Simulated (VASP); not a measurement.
Write the native input for VASP 6.6.1 that does the following.

```yaml
Task: single point
Functional: BLYP
Potentials_or_basis: VASP PAW PBE potentials, release 64 (Nb_sv)
Cutoff: 520 eV
k_mesh: 15 × 15 × 15
Occupations: fermi-dirac, width 0.1 eV
Spin: no spin polarisation
Dipole_correction: no
Further_INCAR_settings: ALGO = Normal; EDIFF = 1e-06; NBANDS = 20
```

The structure of Nb lies in POSCAR:

```
Nb
1.0
    0.0000000000      3.0218381590      3.0218381590
    3.0218381590      0.0000000000      3.0218381590
    3.0218381590      3.0218381590      0.0000000000
Nb
2
Direct
    0.1250000000      0.1250000000      0.1250000000
    0.8750000000      0.8750000000      0.8750000000
```

The input as run:

INCAR

```
SYSTEM = Nb
  PREC = Accurate
  ENCUT = 520
  EDIFF = 1E-6
  ISMEAR = -1
  SIGMA = 0.1
  LREAL = .False.
  LASPH = .True.
  NELM = 100
  ALGO = Normal
  ISIF = 2
  LWAVE = .False.
  LCHARG = .False.
  GGA = B5
  ALDAX = 1.0
  AGGAX = 1.0
  AGGAC = 1.0
  ALDAC = 0.0
  NBANDS = 20
```

KPOINTS

```
Automatic mesh
0
Gamma
  15 15 15
  0 0 0
```

Potentials or basis: VASP PAW PBE potentials, release 64 (Nb_sv).

Command:

```console
$ cat potpaw_PBE.64/Nb_sv/POTCAR > POTCAR
$ mpirun -np 1 vasp_std > vasp.out
```

Results of the run:

```
Pressure               : 0.0 GPa
Band gap on the k mesh : zero (band 13 reaches 6.92 eV, above the bottom of band 14 at 5.90 eV)
```

Caveat: the PAW data sets were made with another functional, which shifts forces and pressure a little.

It took 2 min on 1 thread of Intel(R) Xeon(R) Platinum 8124M CPU @ 3.00GHz (Skylake/Cascade Lake), on a shared host, peak memory 0.24 GiB.
